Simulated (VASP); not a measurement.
# Si15Rh (F-43m) in VASP: single point with PBEsol+U

Aim: the single point of Si15Rh with PBEsol+U.

Everything below comes from runs of VASP 6.6.1. Logs are shortened: lines on timing, memory, paths and dates and some standing lists are left out, and cuts for length are marked.

### Step 1. The cell of the first run

It takes space group F-43m (No. 216, cubic). Conventional cell: a = 10.874 Å, b = 10.874 Å, c = 10.874 Å, α = 90.00°, β = 90.00°, γ = 90.00°. Rh (site symmetry -43m) has 4 Si at 2.32 Å within 3.1 Å. Si (site symmetry 2mm) has 4 Si at 2.35 to 2.37 Å within 3.1 Å. Si (site symmetry -43m) has 4 Si at 2.35 Å within 3.1 Å. Si (site symmetry 3m) has 1 Rh at 2.32 Å and 3 Si at 2.37 Å within 3.1 Å. Within 3.1 Å of Si (site symmetry 3m) lie 4 Si at 2.35 Å.

### Step 2. Single point, PBEsol+U, collinear spin, ferromagnetic start

INCAR

```
SYSTEM = Si15Rh
ALGO = Normal
EDIFF = 1E-6
ENCUT = 520
GGA = PS
ISIF = 2
ISMEAR = 0
ISPIN = 2
LASPH = .True.
LCHARG = .False.
LDAU = .True.
LDAUJ = 0 0
LDAUL = 2 -1
LDAUPRINT = 1
LDAUTYPE = 2
LDAUU = 2 0
LMAXMIX = 4
LORBIT = 11
LREAL = Auto
LWAVE = .False.
MAGMOM = 5 0 0 0 0 0 0 0 0 0 0 0 0 0 0 0
NBANDS = 56
NELM = 150
PREC = Accurate
SIGMA = 0.05
```

KPOINTS

```
k-points
0
Gamma
  3 3 3
  0 0 0
```

POSCAR

```
Si15Rh
1.0
    0.0000000000      5.4370000000      5.4370000000
    5.4370000000      0.0000000000      5.4370000000
    5.4370000000      5.4370000000      0.0000000000
Rh Si
1 15
Direct
    0.0000000000      0.0000000000      0.0000000000
   -0.0009065949     -0.0009065949      0.5009065949
   -0.0009065949      0.5009065949     -0.0009065949
   -0.0009065949      0.5009065949      0.5009065949
    0.5009065949     -0.0009065949     -0.0009065949
    0.5009065949     -0.0009065949      0.5009065949
    0.5009065949      0.5009065949     -0.0009065949
    0.5000000000      0.5000000000      0.5000000000
    0.1232214265      0.1232214265      0.1232214265
    0.1232214265      0.1232214265      0.6303357206
    0.1232214265      0.6303357206      0.1232214265
    0.1251791258      0.6249402914      0.6249402914
    0.6303357206      0.1232214265      0.1232214265
    0.6249402914      0.1251791258      0.6249402914
    0.6249402914      0.6249402914      0.1251791258
    0.6249402914      0.6249402914      0.6249402914
```

Potentials or basis: VASP PAW PBE potentials, release 64 (Rh_pv, Si).

Started as:

```
$ cat potpaw_PBE.64/Rh_pv/POTCAR potpaw_PBE.64/Si/POTCAR > POTCAR
$ mpirun -np 1 vasp_std > vasp.out
```

OUTCAR:

```text
SYSTEM = Si15Rh
   EDIFF = 1E-6
   ENCUT = 520
   GGA = PS
   ISIF = 2
   ISMEAR = 0
   ISPIN = 2
   LASPH = .True.
   LORBIT = 11
   LREAL = Auto
   NELM = 150
   PREC = Accurate

 ion  position               nearest neighbor table
   1  0.000  0.000  0.000-  10 2.32  11 2.32  13 2.32   9 2.32
   2  0.999  0.999  0.501-  12 2.35  14 2.35   9 2.37  10 2.37
   3  0.999  0.501  0.999-  12 2.35  15 2.35   9 2.37  11 2.37
   4  0.999  0.501  0.501-  16 2.35  12 2.35  10 2.37  11 2.37
   5  0.501  0.999  0.999-  14 2.35  15 2.35   9 2.37  13 2.37
   6  0.501  0.999  0.501-  16 2.35  14 2.35  10 2.37  13 2.37
[... 8 lines left out ...]
  15  0.625  0.625  0.125-   3 2.35   5 2.35   7 2.35   8 2.35
  16  0.625  0.625  0.625-   4 2.35   6 2.35   7 2.35   8 2.35

  LATTYP: Found a face centered cubic cell.
 ALAT       =    10.8740000000

  Lattice vectors:

 A1 = (   0.0000000000,   5.4370000000,   5.4370000000)
 A2 = (   5.4370000000,   0.0000000000,   5.4370000000)
 A3 = (   5.4370000000,   5.4370000000,   0.0000000000)

Analysis of symmetry for initial positions (statically):
=====================================================================
 Subroutine PRICEL returns:
 Original cell was already a primitive cell.

 Routine SETGRP: Setting up the symmetry group for a
 face centered cubic supercell.

 Subroutine GETGRP returns: Found 24 space group operations
 (whereof 24 operations were pure point group operations)
 out of a pool of 48 trial point group operations.

The static configuration has the point symmetry T_d .

Analysis of symmetry for dynamics (positions and initial velocities):
=====================================================================
 Subroutine PRICEL returns:
 Original cell was already a primitive cell.

 Routine SETGRP: Setting up the symmetry group for a
 face centered cubic supercell.

 Subroutine GETGRP returns: Found 24 space group operations
 (whereof 24 operations were pure point group operations)
 out of a pool of 48 trial point group operations.

The dynamic configuration has the point symmetry T_d .

Analysis of structural, dynamic, and magnetic symmetry:
=====================================================================
 Subroutine PRICEL returns:
 Original cell was already a primitive cell.

 Routine SETGRP: Setting up the symmetry group for a
 face centered cubic supercell.

 Subroutine GETGRP returns: Found 24 space group operations
 (whereof 24 operations were pure point group operations)
 out of a pool of 48 trial point group operations.

The overall configuration has the point symmetry T_d .

 Subroutine INISYM returns: Found 24 space group operations
 (whereof 24 operations are pure point group operations),
 and found     1 'primitive' translations

----------------------------------------------------------------------------------------

                                     Primitive cell

  volume of cell :     321.4460

  direct lattice vectors                    reciprocal lattice vectors
     0.000000000  5.437000000  5.437000000    -0.091962479  0.091962479  0.091962479
     5.437000000  0.000000000  5.437000000     0.091962479 -0.091962479  0.091962479
     5.437000000  5.437000000  0.000000000     0.091962479  0.091962479 -0.091962479

  length of vectors
     7.689079139  7.689079139  7.689079139     0.159283687  0.159283687  0.159283687

  position of ions in fractional coordinates (direct lattice)
     0.000000000  0.000000000  0.000000000
     0.999093405  0.999093405  0.500906595
     0.999093405  0.500906595  0.999093405
     0.999093405  0.500906595  0.500906595
     0.500906595  0.999093405  0.999093405
     0.500906595  0.999093405  0.500906595
[... 8 lines left out ...]
     0.624940291  0.624940291  0.125179126
     0.624940291  0.624940291  0.624940291

  ion indices of the primitive-cell ions
   primitive index   ion index
                 1           1
                 2           2
                 3           3
                 4           4
                 5           5
                 6           6
[... 8 lines left out ...]
                15          15
                16          16

----------------------------------------------------------------------------------------

 KPOINTS: k-points

Automatic generation of k-mesh.
 Grid dimensions read from file:
[... 54 lines left out ...]
   PSTRESS=    0.0 pullay stress
   NELECT =      75.0000    total number of electrons
   NUPDOWN=      -1.0000    fix difference up-down
   EMIN   =  10.00;   EMAX   =-10.00  energy-range for DOS
   EFERMI =   0.00;   METHOD = LEGACY
   ISMEAR =     0;   SIGMA  =   0.05  broadening in eV -4-tet -1-fermi 0-gaus
   EFERMI_NEDOS =   21; number of points for ismear=-14 and -15
   IALGO  =     38    algorithm
   IMIX   =      4    mixing-type and parameters
     AMIX     =   0.40;   BMIX     =  1.00
     AMIX_MAG =   1.60;   BMIX_MAG =  1.00
  volume/ion in A,a.u.               =      20.09       135.58
  Fermi-wavevector in a.u.,A,eV,Ry     =   1.007842  1.904546 13.820065  1.015746
  Thomas-Fermi vector in A             =   2.140672
   LORBIT       =     11    0 simple, 1 ext, 2 COOP (PROOUT), +10 PAW based schemes
 LDA+U is selected, type is set to LDAUTYPE =  2
   angular momentum for each species LDAUL =     2   -1
   U (eV)           for each species LDAUU =   2.0  0.0
   J (eV)           for each species LDAUJ =   0.0  0.0
   GGA     = PS    functional components
   LHFCALC =     F    Hartree Fock is set to
   AEXX    =    0.0000 exact exchange contribution
   IVDW    =     0    specifies the selected vdW correction
   LEPSILON=     F    determine dielectric tensor
   LRPA    =     F    only Hartree local field effects (RPA)
 spin polarized calculation
 Gauss-broadening in eV      SIGMA  =   0.05
  energy-cutoff  :      520.00
  volume of cell :      321.45
 maximum number of plane-waves:      8682
 NGX is ok and might be reduce to    60
   NGX = 29   NGY = 29   NGZ = 29

atom =   1  type =  1  l = 2

 onsite density matrix

spin component  1

  0.7503 -0.0000 -0.0000 -0.0000 -0.0000
 -0.0000  0.7503 -0.0000 -0.0000 -0.0000
 -0.0000 -0.0000  0.8118 -0.0000  0.0000
 -0.0000 -0.0000 -0.0000  0.7503  0.0000
 -0.0000 -0.0000  0.0000  0.0000  0.8118

spin component  2

  0.6774  0.0000 -0.0000  0.0000  0.0000
  0.0000  0.6774 -0.0000  0.0000 -0.0000
 -0.0000 -0.0000  0.8083 -0.0000  0.0000
  0.0000  0.0000 -0.0000  0.6774  0.0000
  0.0000 -0.0000  0.0000  0.0000  0.8083

 occupancies and eigenvectors

  o =  0.6774  v =  0.0000  0.0000  0.0000  0.0000  0.0000  0.0000 -0.4766  0.0000 -0.8791 -0.0000      0.0000  0.0000  0.0000  0.0000  0.0000  0.0000  0.0000  0.0000  0.0000  0.0000
  o =  0.6774  v =  0.0000  0.0000  0.0000  0.0000  0.0000  1.0000  0.0000  0.0000  0.0000  0.0000      0.0000  0.0000  0.0000  0.0000  0.0000  0.0000  0.0000  0.0000  0.0000  0.0000
  o =  0.6774  v =  0.0000  0.0000  0.0000  0.0000  0.0000  0.0000 -0.8791  0.0000  0.4766  0.0000      0.0000  0.0000  0.0000  0.0000  0.0000  0.0000  0.0000  0.0000  0.0000  0.0000
  o =  0.7503  v =  0.0000 -0.1259 -0.0000  0.9920 -0.0000  0.0000  0.0000  0.0000  0.0000  0.0000      0.0000  0.0000  0.0000  0.0000  0.0000  0.0000  0.0000  0.0000  0.0000  0.0000
  o =  0.7503  v =  1.0000  0.0000  0.0000  0.0000  0.0000  0.0000  0.0000  0.0000  0.0000  0.0000      0.0000  0.0000  0.0000  0.0000  0.0000  0.0000  0.0000  0.0000  0.0000  0.0000
  o =  0.7503  v =  0.0000 -0.9920  0.0000 -0.1259 -0.0000  0.0000  0.0000  0.0000  0.0000  0.0000      0.0000  0.0000  0.0000  0.0000  0.0000  0.0000  0.0000  0.0000  0.0000  0.0000
  o =  0.8083  v =  0.0000  0.0000  0.0000  0.0000  0.0000  0.0000  0.0000 -0.0645 -0.0000  0.9979      0.0000  0.0000  0.0000  0.0000  0.0000  0.0000  0.0000  0.0000  0.0000  0.0000
  o =  0.8083  v =  0.0000  0.0000  0.0000  0.0000  0.0000  0.0000 -0.0000 -0.9979 -0.0000 -0.0645      0.0000  0.0000  0.0000  0.0000  0.0000  0.0000  0.0000  0.0000  0.0000  0.0000
  o =  0.8118  v =  0.0000 -0.0000 -0.0003  0.0000  1.0000  0.0000  0.0000  0.0000  0.0000  0.0000      0.0000  0.0000  0.0000  0.0000  0.0000  0.0000  0.0000  0.0000  0.0000  0.0000
  o =  0.8118  v =  0.0000  0.0000  1.0000  0.0000  0.0003  0.0000  0.0000  0.0000  0.0000  0.0000      0.0000  0.0000  0.0000  0.0000  0.0000  0.0000  0.0000  0.0000  0.0000  0.0000

 number of electron      75.0000007 magnetization       0.9714681

 Free energy of the ion-electron system (eV)
  ---------------------------------------------------
  ext. energy  EPLUGINS =         0.00000000
  ---------------------------------------------------
  free energy    TOTEN  =       -91.80590186 eV

  energy without entropy =      -91.79807760  energy(sigma->0) =      -91.80198973

 E-fermi :   5.7153     XC(G=0):  -9.6711

 val. band max:        5.7113483059   @ k =  -0.3333   0.3333   0.0000
 cond. band min:       5.7817814930   @ k =  -0.3333   0.3333   0.0000
 fundamental gap:      0.0704331870
 Fermi energy:         5.7153272545

 spin component 1

 k-point     1 :       0.0000    0.0000    0.0000
  band No.  band energies     occupation
      1     -40.1991      1.00000
      2     -40.1991      1.00000
      3     -40.1991      1.00000
      4      -6.0415      1.00000
      5      -3.8591      1.00000
      6      -3.8591      1.00000
[... 197 lines left out ...]
     48       9.3140      0.00000
     49       9.3721      0.00000
 Fermi energy:         5.7153272545

 spin component 2

 k-point     1 :       0.0000    0.0000    0.0000
  band No.  band energies     occupation
      1     -40.0117      1.00000
      2     -40.0117      1.00000
      3     -40.0117      1.00000
      4      -6.0076      1.00000
      5      -3.8227      1.00000
      6      -3.8227      1.00000
[... 197 lines left out ...]
     48       9.3419      0.00000
     49       9.4169      0.00000
 [bands above 49 left out]

------------------------ aborting loop because EDIFF is reached ----------------------------------------

  FORCE on cell =-STRESS in cart. coord.  units (eV):
  Direction    XX          YY          ZZ          XY          YZ          ZX
  --------------------------------------------------------------------------------------
  -------------------------------------------------------------------------------------
  Total       -2.4286497     -2.4286497     -2.4286497     -0.0000000     -0.0000000     -0.0000000
  in kB      -12.1050747    -12.1050747    -12.1050747     -0.0000000     -0.0000000     -0.0000000
  external PRESSURE =     -12.1050747 kB  Pullay stress =       0.0000000 kB

 VOLUME and BASIS-vectors are now :
 -----------------------------------------------------------------------------
  energy-cutoff  :      520.00
  volume of cell :      321.45
      direct lattice vectors                 reciprocal lattice vectors
     0.000000000  5.437000000  5.437000000    -0.091962479  0.091962479  0.091962479
     5.437000000  0.000000000  5.437000000     0.091962479 -0.091962479  0.091962479
     5.437000000  5.437000000  0.000000000     0.091962479  0.091962479 -0.091962479

 POSITION                                       TOTAL-FORCE (eV/Angst)
 -----------------------------------------------------------------------------------
      0.00000      0.00000      0.00000        -0.000000     -0.000000     -0.000000
      8.15550      8.15550     10.86414        -0.000000     -0.000000      0.005250
      8.15550     10.86414      8.15550        -0.000000      0.005250     -0.000000
      5.44686      8.15550      8.15550        -0.005250     -0.000000     -0.000000
     10.86414      8.15550      8.15550         0.005250     -0.000000     -0.000000
      8.15550      5.44686      8.15550        -0.000000     -0.005250     -0.000000
[... 8 lines left out ...]
      4.07840      4.07840      6.79560         0.002306      0.002306     -0.002306
      6.79560      6.79560      6.79560        -0.002306     -0.002306     -0.002306
 -----------------------------------------------------------------------------------
    total drift:                                0.000000      0.000000      0.000000

  FREE ENERGIE OF THE ION-ELECTRON SYSTEM (eV)
  ---------------------------------------------------
  free  energy   TOTEN  =       -91.8059018619 eV

  energy  without entropy=      -91.7980775966  energy(sigma->0) =      -91.80198973

 total charge

# of ion       s       p       d       tot
------------------------------------------
    1        0.451   6.199   7.467  14.117
    2        0.758   0.924   0.000   1.682
    3        0.758   0.924   0.000   1.682
    4        0.758   0.924   0.000   1.682
    5        0.758   0.924   0.000   1.682
    6        0.758   0.924   0.000   1.682
[... 8 lines left out ...]
   15        0.750   0.941   0.000   1.691
   16        0.750   0.941   0.000   1.691
--------------------------------------------------
tot         11.827  19.980   7.467  39.274

 magnetization (x)

# of ion       s       p       d       tot
------------------------------------------
    1        0.008   0.048   0.225   0.281
    2        0.004   0.004   0.000   0.008
    3        0.004   0.004   0.000   0.008
    4        0.004   0.004   0.000   0.008
    5        0.004   0.004   0.000   0.008
    6        0.004   0.004   0.000   0.008
[... 8 lines left out ...]
   15        0.001  -0.000   0.000   0.001
   16        0.001  -0.000   0.000   0.001
--------------------------------------------------
tot          0.076   0.158   0.225   0.459
```

Run time: 4.3 min. Hardware: 1 thread of AMD EPYC 7R13 (Zen 3), shared host; peak memory 0.64 GiB.

What came out:

```
Free energy                                           : -91.8059 eV
Pressure                                              : -1.2 GPa
Largest force                                         : 0.073 eV/Å
Band gap on the k mesh                                : zero (filled and empty bands overlap)
Net moment                                            : 0.97 μB per cell
Site moments                                          : Rh +0.28; Si +0.01, +0.00, +0.03 (each value once) μB
Valence electrons inside the program's atomic spheres : Rh 14.12; Si 1.68, 1.69, 1.65 (each value once)
```

Forces on the atoms (eV/Å):
```
Rh   0.000  0.000  0.000
Si   0.000  0.000  0.005
Si   0.000  0.005  0.000
Si  -0.005  0.000  0.000
Si   0.005  0.000  0.000
Si   0.000 -0.005  0.000
Si   0.000  0.000 -0.005
Si   0.000  0.000  0.000
Si  -0.042 -0.042 -0.042
Si   0.042  0.042 -0.042
Si   0.042 -0.042  0.042
Si  -0.002  0.002  0.002
Si  -0.042  0.042  0.042
Si   0.002 -0.002  0.002
Si   0.002  0.002 -0.002
Si  -0.002 -0.002 -0.002
```

Levels at points of the mesh, in eV from the Fermi level:
Spin up:
```csv
k point,band 33,band 34,band 35,band 36,band 37,band 38,band 39,band 40,band 41,band 42
"(0.00, 0.00, 0.00)",-0.98,-0.98,-0.40,-0.40,-0.40,0.86,0.94,0.94,0.94,1.20
```
Spin down:
```tsv
k point	band 34	band 35	band 36	band 37	band 38	band 39	band 40	band 41
(0.00, 0.00, 0.00)	-0.94	-0.37	-0.37	-0.37	0.89	0.98	0.98	0.98
```

Eigenvalues of the final occupation matrices:
| site | spin | trace | eigenvalues |
| --- | --- | --- | --- |
| site 1 d | 1 | 3.87 | 0.75 0.75 0.75 0.81 0.81 |
| site 1 d | 2 | 3.65 | 0.68 0.68 0.68 0.81 0.81 |

Caveat: the PAW data sets were made with another functional, which shifts forces and pressure a little; the U is typed as a test and isn't derived for this compound.
